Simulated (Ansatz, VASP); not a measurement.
## SnO: VASP beside Ansatz

Contents of POSCAR:

```
SnO
1.0
    3.2302277454      0.0000000000      0.0000000000
   -1.6151138727      2.7974592875      0.0000000000
    0.0000000000      0.0000000000     17.9869203097
Sn O
4 4
Direct
    0.0000000000      0.0000000000     -0.0027326677
    0.3333333333      0.6666666667      0.2463782473
    0.0000000000      0.0000000000      0.4972673323
    0.6666666667      0.3333333333      0.7463782473
    0.0000000000      0.0000000000      0.1902282771
    0.3333333333      0.6666666667      0.4411261433
    0.0000000000      0.0000000000      0.6902282771
    0.6666666667      0.3333333333      0.9411261433
```

The input INCAR.step1:

```
ALGO = Normal ; EDIFF = 1E-4
ENCUT = 520 ; GGA = PE
ISMEAR = 0 ; LASPH = T
LCHARG = F ; LREAL = F
LWAVE = T ; NBANDS = 50
NELM = 100 ; PREC = Accurate
SIGMA = 0.01
```

File INCAR.step2:

```
ALGO = Normal ; EDIFF = 1E-6
ENCUT = 520 ; ISIF = 2
ISMEAR = 0 ; ISTART = 1
LASPH = T ; LCHARG = T
LELF = T ; LMIXTAU = T
LREAL = F ; LVHAR = T
LWAVE = F ; METAGGA = R2SCAN
NBANDS = 50 ; NELM = 100
PREC = Accurate ; SIGMA = 0.01
```

KPOINTS

```
k-points
0
Gamma
  9 9 2
```

Input for Ansatz:

```yaml
crystal:
  lattice:
    - [3.2302277454, 0.0, 0.0]
    - [-1.6151138727, 2.7974592875, 0.0]
    - [0.0, 0.0, 17.9869203097]
  atoms:
    - { symbol: Sn, position: [0.0, 0.0, -0.0027326677] }
    - { symbol: Sn, position: [0.3333333333, 0.6666666667, 0.2463782473] }
    - { symbol: Sn, position: [0.0, 0.0, 0.4972673323] }
    - { symbol: Sn, position: [0.6666666667, 0.3333333333, 0.7463782473] }
    - { symbol: O, position: [0.0, 0.0, 0.1902282771] }
    - { symbol: O, position: [0.3333333333, 0.6666666667, 0.4411261433] }
    - { symbol: O, position: [0.0, 0.0, 0.6902282771] }
    - { symbol: O, position: [0.6666666667, 0.3333333333, 0.9411261433] }
kpoints:
  mp_grid: { grid: [9, 9, 2] }
hamiltonian:
  xc: r2scan
scf:
  occupations: { method: fixed }
  n_extra_bands: 6
output:
  forces: true
  stress: true
  eigenvalues: true
```

Alike in both runs: task single point; functional r2SCAN; k mesh 9 × 9 × 2; no spin polarisation.

|  | VASP | Ansatz |
| --- | --- | --- |
| version | VASP 6.6.1 | Ansatz 0.2.0 |
| potentials or method | VASP PAW PBE potentials, release 64 (Sn_d, O) | plane waves, PAW |
| plane-wave cutoff (eV) | 520 | 500 |
| occupations | gaussian, width 0.01 eV | fixed |
| valence electrons in the cell | 80 | 80 |

|  | VASP | Ansatz | Ansatz less VASP |
| --- | --- | --- | --- |
| gap on the k mesh at the Fermi level (eV) | 1.53 | 1.56 | +0.033 |
| pressure (GPa) | 5.4 | 4.9 | -0.54 |
| traceless stress, the component that is largest in VASP (GPa) | -1.66 | -1.45 | +0.211 |
| rms of the force components (eV/Å) | 0.465 | 0.394 | -0.0711 |

VASP's potentials were made for PBE, not for r2SCAN. Atom by atom the forces differ by 0.071 eV/Å (rms over components).
